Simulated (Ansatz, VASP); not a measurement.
# One calculation of Co, two programs

```
Co
1.0
     2.56858    0.00000    0.00000
    -1.28429    2.22446    0.00000
     0.00000    0.00000    4.16920
Co
2
Direct
  0.33333 0.66667 0.25000
  0.66667 0.33333 0.75000
```

Alike in both runs: task single point; functional PBE; k mesh 13 × 13 × 7; collinear spin.

|  | VASP | Ansatz |
| --- | --- | --- |
| version | VASP 6.6.1 | Ansatz 0.2.0 |
| potentials or method | VASP PAW PBE potentials, release 64 (Co), cutoff 520 eV | plane waves, PAW |
| occupations | gaussian, width 0.1 eV | gaussian |
| valence electrons in the cell | 18 | 34 |

Ansatz gave:

```
pressure (GPa)                                                : -16.2
traceless stress, the component that is largest in VASP (GPa) : 0.10
net moment per atom (μB)                                      : 1.66
size of the moment on the site where the two differ most (μB) : 1.75
```

Q: Which values does VASP return?

A: Pressure (GPa): -16.5; traceless stress, the component that is largest in VASP (GPa): -0.14; net moment per atom (μB): 1.65; size of the moment on the site where the two differ most (μB): 1.69.

Site moments also hang on the region over which each program counts them. VASP's potentials hold 18 valence electrons a cell and Ansatz's 34, so a difference there can come from the potentials and not from the codes.
